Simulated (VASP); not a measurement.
A run of VASP 6.6.1 is set up as follows.

File INCAR:

```
PREC = Accurate
ENCUT = 520
EDIFF = 1E-6
ISMEAR = 0
SIGMA = 0.1
LREAL = False
LASPH = True
NELM = 100
ALGO = Normal
ISIF = 2
LWAVE = False
LCHARG = False
GGA = PE
NBANDS = 26
```

The input KPOINTS:

```
regular mesh
0
Gamma
  6 6 4
```

Contents of POSCAR:

```
Zr2Si3
1.0
    3.7272951966      0.0000000000      0.0000000000
    0.0000000000      3.7272951966      0.0000000000
    0.0000000000      0.0000000000      6.5878844690
Zr Si
2 3
Direct
    0.5000000000      0.0000000000      0.3474521222
    0.0000000000      0.5000000000      0.6525478778
    0.0000000000      0.5000000000      0.2312499075
    0.5000000000      0.0000000000      0.7687500925
    0.5000000000      0.5000000000      0.0000000000
```

Potentials or basis: VASP PAW PBE potentials, release 64 (Zr_sv, Si).

Run with:

```console
$ cat potpaw_PBE.64/Zr_sv/POTCAR potpaw_PBE.64/Si/POTCAR > POTCAR
$ mpirun -np 1 vasp_std > vasp.out
```

Problem. What does it give for the band gap on the k mesh?

Solution. Zero (bands 18 and 19 overlap by 0.30 eV).

Problem. Estimate the pressure.

Solution. 0.2 GPa.

Problem. Estimate the largest force.

Solution. 0.008 eV/Å.

Forces on the atoms (eV/Å):
```
Zr   0.000  0.000 -0.003
Zr   0.000  0.000  0.003
Si   0.000  0.000 -0.008
Si   0.000  0.000  0.008
Si   0.000  0.000  0.000
```
